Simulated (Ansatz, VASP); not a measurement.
## Two plane-wave programs on Mg

```
Mg
1.0
     3.01308    0.00000    0.00000
     0.00000    3.01308    0.00000
     0.00000    0.00000    3.01308
Mg
1
Direct
  0.00000 0.00000 0.00000
```

Alike in both runs: task single point; functional RPBE; k mesh 12 × 12 × 12; occupations fermi-dirac, width 0.1 eV; no spin polarisation.

|  | VASP | Ansatz |
| --- | --- | --- |
| version | VASP 6.6.1 | Ansatz 0.2.0 |
| potentials or method | VASP PAW PBE potentials, release 64 (Mg), cutoff 520 eV | plane waves (420 eV) with PAW, scalar-relativistic |
| valence electrons in the cell | 2 | 10 |

|  | VASP | Ansatz | Ansatz less VASP |
| --- | --- | --- | --- |
| pressure (GPa) | 0.9 | 1.0 | +0.11 |

VASP's potentials were made for PBE, not for RPBE. VASP's potentials hold 2 valence electrons a cell and Ansatz's 10, so a difference there can come from the potentials and not from the codes.
